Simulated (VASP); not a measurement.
# Ta (Im-3m) in VASP: further runs

Ta is run at these levels: LDA; tasks: single point.

Everything below comes from runs of VASP 6.6.1. Logs are shortened: lines on timing, memory, paths and dates and some standing lists are left out, and cuts for length are marked.

### 1 The cell of the first run

Symmetry: Im-3m, No. 229, cubic system. Conventional cell: a = 3.255 Å, b = 3.255 Å, c = 3.255 Å, α = 90.00°, β = 90.00°, γ = 90.00°. Within 3.7 Å of Ta (site symmetry m-3m) lie 14 Ta at 2.82 to 3.26 Å.

### 2 Single point, LDA

The input, INCAR:

```
SYSTEM = Ta
PREC = Accurate
ENCUT = 520
EDIFF = 1E-6
ISMEAR = 1
SIGMA = 0.6
LREAL = .False.
LASPH = .True.
NELM = 100
ALGO = Normal
ISIF = 2
LWAVE = .False.
LCHARG = .True.
LELF = .True.
LVHAR = .True.
NBANDS = 12
```

The input, KPOINTS:

```
regular mesh
0
Gamma
  14 14 14
  0 0 0
```

The input, POSCAR:

```
Ta
1.0
   -1.6276710318      1.6276710318      1.6276710318
    1.6276710318     -1.6276710318      1.6276710318
    1.6276710318      1.6276710318     -1.6276710318
Ta
1
Direct
    0.0000000000      0.0000000000      0.0000000000
```

Potentials or basis: VASP PAW LDA potentials, release 64 (Ta_pv).

Started as:

```sh
$ cat potpaw_LDA.64/Ta_pv/POTCAR > POTCAR
$ mpirun -np 1 vasp_std > vasp.out
```

OUTCAR:

```text
SYSTEM = Ta
   PREC = Accurate
   ENCUT = 520
   EDIFF = 1E-6
   ISMEAR = 1
   LREAL = .False.
   LASPH = .True.
   NELM = 100
   ISIF = 2

 ion  position               nearest neighbor table
   1  0.000  0.000  0.000-

  LATTYP: Found a body centered cubic cell.
 ALAT       =     3.2553420636

  Lattice vectors:

 A1 = (  -1.6276710318,   1.6276710318,   1.6276710318)
 A2 = (   1.6276710318,  -1.6276710318,   1.6276710318)
 A3 = (   1.6276710318,   1.6276710318,  -1.6276710318)

Analysis of symmetry for initial positions (statically):
=====================================================================
 Subroutine PRICEL returns:
 Original cell was already a primitive cell.

 Routine SETGRP: Setting up the symmetry group for a
 body centered cubic supercell.

 Subroutine GETGRP returns: Found 48 space group operations
 (whereof 48 operations were pure point group operations)
 out of a pool of 48 trial point group operations.

The static configuration has the point symmetry O_h .

Analysis of symmetry for dynamics (positions and initial velocities):
=====================================================================
 Subroutine PRICEL returns:
 Original cell was already a primitive cell.

 Routine SETGRP: Setting up the symmetry group for a
 body centered cubic supercell.

 Subroutine GETGRP returns: Found 48 space group operations
 (whereof 48 operations were pure point group operations)
 out of a pool of 48 trial point group operations.

The dynamic configuration has the point symmetry O_h .

 Subroutine INISYM returns: Found 48 space group operations
 (whereof 48 operations are pure point group operations),
 and found     1 'primitive' translations

----------------------------------------------------------------------------------------

                                     Primitive cell

  volume of cell :      17.2488

  direct lattice vectors                    reciprocal lattice vectors
    -1.627671032  1.627671032  1.627671032     0.000000000  0.307187380  0.307187380
     1.627671032 -1.627671032  1.627671032     0.307187380  0.000000000  0.307187380
     1.627671032  1.627671032 -1.627671032     0.307187380  0.307187380  0.000000000

  length of vectors
     2.819208925  2.819208925  2.819208925     0.434428559  0.434428559  0.434428559

  position of ions in fractional coordinates (direct lattice)
     0.000000000  0.000000000  0.000000000

  ion indices of the primitive-cell ions
   primitive index   ion index
                 1           1

----------------------------------------------------------------------------------------

 KPOINTS: regular mesh

Automatic generation of k-mesh.
 Grid dimensions read from file:
 generate k-points for:   14   14   14

 Generating k-lattice:

  Cartesian coordinates                     Fractional coordinates (reciprocal lattice)
     0.000000000  0.021941956  0.021941956     0.071428571  0.000000000  0.000000000
     0.021941956  0.000000000  0.021941956     0.000000000  0.071428571  0.000000000
     0.021941956  0.021941956  0.000000000     0.000000000  0.000000000  0.071428571

  Length of vectors
     0.031030611  0.031030611  0.031030611

  Shift w.r.t. Gamma in fractional coordinates (k-lattice)
     0.000000000  0.000000000  0.000000000

 Subroutine IBZKPT returns following result:
 ===========================================

 Found    104 irreducible k-points:

 Following reciprocal coordinates:
            Coordinates               Weight
  0.000000  0.000000  0.000000      1.000000
  0.071429  0.000000  0.000000     12.000000
  0.142857  0.000000  0.000000     12.000000
  0.214286  0.000000  0.000000     12.000000
  0.285714  0.000000  0.000000     12.000000
  0.357143  0.000000  0.000000     12.000000
[... 16 lines left out ...]
  0.285714  0.285714  0.000000     24.000000
  0.357143  0.285714  0.000000     24.000000
 [... further k-points ...]
   k-points           NKPTS =    104   k-points in BZ     NKDIM =    104   number of bands    NBANDS=     12
   number of dos      NEDOS =    301   number of ions     NIONS =      1
   total plane-waves  NPLWV =  13824
   dimension x,y,z NGX =    24 NGY =   24 NGZ =   24
   dimension x,y,z NGXF=    48 NGYF=   48 NGZF=   48
   ions per type =               1
   NGX,Y,Z   is equivalent  to a cutoff of  14.15, 14.15, 14.15 a.u.
   NGXF,Y,Z  is equivalent  to a cutoff of  28.31, 28.31, 28.31 a.u.
 SYSTEM =  Ta
   PREC   = accura    normal or accurate (medium, high low for compatibility)
   ISTART =      0    job   : 0-new  1-cont  2-samecut
   ICHARG =      2    charge: 1-file 2-atom 10-const
   ISPIN  =      1    spin polarized calculation?
   LNONCOLLINEAR =      F non collinear calculations
   LSORBIT =      F    spin-orbit coupling
   LASPH  =      T    aspherical Exc in radial PAW
   ENCUT  =  520.0 eV  38.22 Ry    6.18 a.u.   5.24  5.24  5.24*2*pi/ulx,y,z
   NELM   =    100;   NELMIN=  2; NELMDL= -5     # of ELM steps
   EDIFF  = 0.1E-05   stopping-criterion for ELM
   LREAL  =      F    real-space projection
   EDIFFG = 0.1E-04   stopping-criterion for IOM
   NSW    =      0    number of steps for IOM
   IBRION =     -1    ionic relax: 0-MD 1-quasi-New 2-CG
   NFREE  =      0    steps in history (QN), initial steepest desc. (CG)
   ISIF   =      2    stress and relaxation
   ISYM   =      2    0-nonsym 1-usesym 2-fastsym
   POTIM  = 0.5000    time-step for ionic-motion
   TEBEG  =    0.0;   TEEND  =   0.0 temperature during run
   PSTRESS=    0.0 pullay stress
   NELECT =      11.0000    total number of electrons
   NUPDOWN=      -1.0000    fix difference up-down
   EMIN   =  10.00;   EMAX   =-10.00  energy-range for DOS
   EFERMI =   0.00;   METHOD = LEGACY
   ISMEAR =     1;   SIGMA  =   0.60  broadening in eV -4-tet -1-fermi 0-gaus
   EFERMI_NEDOS =   21; number of points for ismear=-14 and -15
   IALGO  =     38    algorithm
   IMIX   =      4    mixing-type and parameters
     AMIX     =   0.40;   BMIX     =  1.00
     AMIX_MAG =   1.60;   BMIX_MAG =  1.00
  volume/ion in A,a.u.               =      17.25       116.40
  Fermi-wavevector in a.u.,A,eV,Ry     =   1.409134  2.662878 27.016543  1.985660
  Thomas-Fermi vector in A             =   2.531221
   LORBIT       =      0    0 simple, 1 ext, 2 COOP (PROOUT), +10 PAW based schemes
   GGA     = CA    functional components
   LHFCALC =     F    Hartree Fock is set to
   AEXX    =    0.0000 exact exchange contribution
   IVDW    =     0    specifies the selected vdW correction
   LEPSILON=     F    determine dielectric tensor
   LRPA    =     F    only Hartree local field effects (RPA)
 non-spin polarized calculation
 Methfessel and Paxton  Order N= 1 SIGMA  =   0.60
  energy-cutoff  :      520.00
  volume of cell :       17.25
 maximum number of plane-waves:       476
 NGX is ok and might be reduce to    24
   NGX = 11   NGY = 11   NGZ = 11

 number of electron      11.0000000 magnetization

 Free energy of the ion-electron system (eV)
  ---------------------------------------------------
  ext. energy  EPLUGINS =         0.00000000
  ---------------------------------------------------
  free energy    TOTEN  =       -12.83214369 eV

  energy without entropy =      -12.81604340  energy(sigma->0) =      -12.82677693

 E-fermi :   5.7820     XC(G=0): -13.0167

 val. band max:        5.7785792317   @ k =  -0.3571   0.3571   0.0714
 cond. band min:       5.7907525312   @ k =   0.2143   0.0000   0.0000
 fundamental gap:      0.0121732995
 Fermi energy:         5.7819873620

 k-point     1 :       0.0000    0.0000    0.0000
  band No.  band energies     occupation
      1     -26.9622      2.00000
      2     -26.9622      2.00000
      3     -26.9622      2.00000
      4      -2.2395      2.00000
      5       6.4330     -0.06371
      6       6.4330     -0.06371
      7       6.4330     -0.06371
      8       9.8474     -0.00000
      9       9.8474     -0.00000
     10      19.6029      0.00000
     11      21.0405      0.00000
     12      21.0405      0.00000

 k-point     2 :       0.0714    0.0000    0.0000
  band No.  band energies     occupation
      1     -27.0372      2.00000
      2     -26.9849      2.00000
      3     -26.9626      2.00000
      4      -1.9978      2.00000
      5       6.2775      0.00728
      6       6.3881     -0.05232
      7       6.6703     -0.05702
      8       9.5987     -0.00000
      9       9.8479     -0.00000
     10      19.6029      0.00000
     11      21.2580      0.00000
     12      21.4586      0.00000

 k-point     3 :       0.1429    0.0000    0.0000
  band No.  band energies     occupation
      1     -27.2430      2.00000
      2     -27.0481      2.00000
      3     -26.9640      2.00000
      4      -1.3191      2.00000
      5       5.8714      0.75077
      6       6.1779      0.10990
      7       7.3698     -0.00117
      8       9.2017     -0.00000
      9       9.8709     -0.00000
     10      19.6025      0.00000
     11      21.7294      0.00000
     12      22.6470      0.00000

 k-point     4 :       0.2143    0.0000    0.0000
  band No.  band energies     occupation
      1     -27.5299      2.00000
      2     -27.1383      2.00000
      3     -26.9661      2.00000
      4      -0.3576      2.00000
      5       5.3472      1.93633
      6       5.7908      0.97528
      7       8.4934     -0.00000
      8       9.1383     -0.00000
      9       9.9621     -0.00000
     10      19.6016      0.00000
     11      21.7523      0.00000
     12      23.7738      0.00000

 k-point     5 :       0.2857    0.0000    0.0000
  band No.  band energies     occupation
      1     -27.8350      2.00000
      2     -27.2366      2.00000
      3     -26.9685      2.00000
      4       0.5778      2.00000
      5       4.8308      2.04749
      6       5.6132      1.45580
      7       9.4027     -0.00000
      8       9.9680     -0.00000
      9      10.1534     -0.00000
     10      19.5985      0.00000
     11      20.7450      0.00000
     12      22.3212      0.00000
[... 228 lines left out ...]
      1     -28.1104      2.00000
      2     -27.5348      2.00000
      3     -27.1036      2.00000
      4       2.4706      2.00000
      5       4.2784      2.00226
      6       5.3527      1.93028
      7       9.4602     -0.00000
      8      10.7751     -0.00000
      9      14.4200     -0.00000
     10      17.7087     -0.00000
     11      19.6143      0.00000
     12      21.1973      0.00000

 k-point    22 :       0.3571    0.2143    0.0000
  band No.  band energies     occupation
      1     -28.1476      2.00000
      2     -27.6243      2.00000
      3     -27.1114      2.00000
      4       2.5363      2.00000
      5       4.2800      2.00228
      6       5.7393      1.12014
      7       9.6506     -0.00000
      8      10.9833     -0.00000
      9      15.8228     -0.00000
     10      16.2961     -0.00000
     11      19.6106      0.00000
     12      20.1459      0.00000

 k-point    23 :       0.2857    0.2857    0.0000
  band No.  band energies     occupation
      1     -28.0730      2.00000
      2     -27.7080      2.00000
      3     -27.1281      2.00000
      4       2.9435      2.00000
      5       4.3164      2.00298
      6       5.2509      2.01751
      7       9.8651     -0.00000
      8      10.7045     -0.00000
      9      16.0080     -0.00000
     10      16.2739     -0.00000
     11      19.6105      0.00000
     12      20.3039      0.00000

 k-point    24 :       0.3571    0.2857    0.0000
  band No.  band energies     occupation
      1     -28.0207      2.00000
      2     -27.8105      2.00000
      3     -27.1353      2.00000
      4       3.0644      2.00000
      5       4.4780      2.00878
      6       5.1188      2.06577
      7      10.1146     -0.00000
      8      10.7318     -0.00000
      9      15.1985     -0.00000
     10      17.4577     -0.00000
     11      19.3081      0.00000
     12      19.6097      0.00000

 [... further k-points ...]
[... 5 lines left out ...]
  --------------------------------------------------------------------------------------
  -------------------------------------------------------------------------------------
  Total        0.0540078      0.0540078      0.0540078      0.0000000      0.0000000      0.0000000
  in kB        5.0165689      5.0165689      5.0165689      0.0000000      0.0000000      0.0000000
  external PRESSURE =       5.0165689 kB  Pullay stress =       0.0000000 kB

 VOLUME and BASIS-vectors are now :
 -----------------------------------------------------------------------------
  energy-cutoff  :      520.00
  volume of cell :       17.25
      direct lattice vectors                 reciprocal lattice vectors
    -1.627671032  1.627671032  1.627671032     0.000000000  0.307187380  0.307187380
     1.627671032 -1.627671032  1.627671032     0.307187380  0.000000000  0.307187380
     1.627671032  1.627671032 -1.627671032     0.307187380  0.307187380  0.000000000

 POSITION                                       TOTAL-FORCE (eV/Angst)
 -----------------------------------------------------------------------------------
      0.00000      0.00000      0.00000         0.000000      0.000000      0.000000
 -----------------------------------------------------------------------------------
    total drift:                               -0.000000      0.000000      0.000000

  FREE ENERGIE OF THE ION-ELECTRON SYSTEM (eV)
  ---------------------------------------------------
  free  energy   TOTEN  =       -12.8321436923 eV

  energy  without entropy=      -12.8160434036  energy(sigma->0) =      -12.82677693
```

It took 14 s on 1 thread of Intel Xeon 6975P-C, shared host; peak memory 0.14 GiB.

What came out:

```
Free energy : -12.8321 eV
Pressure    : 0.5 GPa
```

Caveat: spin-orbit coupling is left out, which moves the levels of the heavy elements.

### 3 Single point, LDA

The input, INCAR:

```
PREC = Accurate
ENCUT = 520
EDIFF = 1E-6
ISMEAR = 1
SIGMA = 1.0
LREAL = F
LASPH = T
NELM = 80
ALGO = Normal
ISIF = 2
LWAVE = F
LCHARG = T
LELF = T
LVHAR = T
NBANDS = 12
```

The input, KPOINTS:

```
Automatic mesh
0
Gamma
  14 14 14
```

POSCAR is that of step 2.

Potentials or basis: VASP PAW LDA potentials, release 64 (Ta_pv).

Started as:

```sh
$ cat potpaw_LDA.64/Ta_pv/POTCAR > POTCAR
$ mpirun -np 1 vasp_std > vasp.out
```

Run time: 16 s. Hardware: 1 thread of Intel Xeon 6975P-C, shared host; peak memory 0.14 GiB.

The run converged. Its results:

| Property | Result |
| --- | --- |
| Free energy | -12.8481 eV |
| Pressure | 0.5 GPa |

Levels at points of the mesh, in eV from the Fermi level:
```csv
k point,band 2,band 3,band 4,band 5,band 6,band 7,band 8,band 9
"(0.00, 0.00, 0.00)",-32.77,-32.77,-8.05,0.62,0.62,0.62,4.03,4.03
"(0.50, 0.00, 0.00)",-33.21,-32.78,-4.62,-1.76,1.90,3.95,5.01,8.14
"(0.50, 0.50, 0.50)",-33.73,-33.73,-4.13,-4.13,7.10,7.10,7.10,9.11
```

Caveat: spin-orbit coupling is left out, which moves the levels of the heavy elements.
